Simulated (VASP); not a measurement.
Wanted: the native input for a VASP 6.6.1 run.

```
Task                   : relaxation of cell and atoms
Functional             : PBEsol
Potentials or basis    : VASP PAW PBE potentials, release 64 (Co, O)
Cutoff                 : 600 eV
k mesh                 : 8 × 8 × 8
Occupations            : gaussian, width 0.1 eV
Spin                   : collinear spin, ferromagnetic start
Starting moments       : [2.74, 0.37] μB
Dipole correction      : no
Further INCAR settings : ALGO = Normal; EDIFF = 1e-06; IBRION = 2; EDIFFG = -0.05; NSW = 100; ISIF = 3
```

The structure of CoO lies in POSCAR:

```
CoO
1.0
    0.0000000000      2.1315000000      2.1315000000
    2.1315000000      0.0000000000      2.1315000000
    2.1315000000      2.1315000000      0.0000000000
Co O
1 1
Direct
    0.0000000000      0.0000000000      0.0000000000
    0.5000000000      0.5000000000      0.5000000000
```

One way to write it, as run:

INCAR

```
PREC = Accurate ; ENCUT = 600
EDIFF = 1E-6 ; ISMEAR = 0
SIGMA = 0.1 ; LREAL = False
LASPH = True ; NELM = 150
ALGO = Normal ; ISIF = 3
LWAVE = False ; LCHARG = False
ISPIN = 2 ; MAGMOM = 2.74 0.37
LORBIT = 11 ; LMAXMIX = 4
GGA = PS ; IBRION = 2
NSW = 100 ; EDIFFG = -0.05
```

KPOINTS

```
Automatic mesh
0
Gamma
  8 8 8
```

Potentials or basis: VASP PAW PBE potentials, release 64 (Co, O).

Launch:

```console
$ cat potpaw_PBE.64/Co/POTCAR potpaw_PBE.64/O/POTCAR > POTCAR
$ mpirun -np 1 vasp_std > vasp.out
```

Results of the run:

```
Relaxed volume                                        : 9.03 Å³/atom
Relaxed cell                                          : a = 2.945 Å, b = 2.945 Å, c = 2.945 Å, α = 60.00°, β = 60.00°, γ = 60.00°
Space group after relaxing (to 0.05 Å)                : Fm-3m (No. 225)
Energy gained by relaxing                             : 25.7 meV/atom
Ionic steps                                           : 3
Pressure after relaxing                               : 0.2 GPa
Net moment                                            : 2.80 μB per cell
Site moments                                          : Co +2.46; O +0.29 μB
Valence electrons inside the program's atomic spheres : Co 7.93; O 4.98
```

Caveat: the PAW data sets were made with another functional, which shifts forces and pressure a little; a cell with one magnetic atom can't hold antiferromagnetic order, which such compounds often take.

Run time: 49 s on 1 thread of AMD EPYC 7R13 Processor (Zen 3) (shared host), peak memory 0.13 GiB.
